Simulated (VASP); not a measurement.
The system is Te2Mo.

```xyz
6
Lattice="3.5421 0.0000 0.0000 -1.7711 3.0676 0.0000 0.0000 0.0000 14.1766" Properties=species:S:1:pos:R:3 pbc="T T T"
Te    0.0000    2.0450    8.8379
Te    1.7711    1.0225    1.7496
Te    0.0000    2.0450   12.4270
Te    1.7711    1.0225    5.3387
Mo    0.0000    2.0450    3.5442
Mo    1.7711    1.0225   10.6325
```

Base run:

```yaml
Program: VASP 6.6.1
Functional: r2SCAN
Potentials_or_basis: VASP PAW PBE potentials, release 64 (Te, Mo_sv)
Cutoff: 520 eV
k_mesh: 12 × 12 × 2
Occupations: gaussian, width 0.01 eV
Spin: no spin polarisation
```

Its results: band gap on the k mesh 0.93 eV (least direct gap 1.09 eV); pressure 1.3 GPa; largest force 0.008 eV/Å.

Q: The run is repeated on the same cell with these changes: functional from r2SCAN to PBE; further incar settings from ALGO = Normal; EDIFF = 1e-06; NBANDS = 35 to ALGO = Normal; EDIFF = 1e-07; NBANDS = 35. What comes out?

A: Band gap on the k mesh 0.82 eV (least direct gap 1.00 eV); pressure 1.9 GPa; largest force 0.213 eV/Å.

Caveats: spin-orbit coupling is left out, which moves the levels of the heavy elements; the PAW data sets were made with another functional, which shifts forces and pressure a little (at least some runs); this functional lacks dispersion, which binds layers or chains, so the pressure and a relaxed spacing across them are unreliable (at least some runs).

A k mesh can miss the band edges.
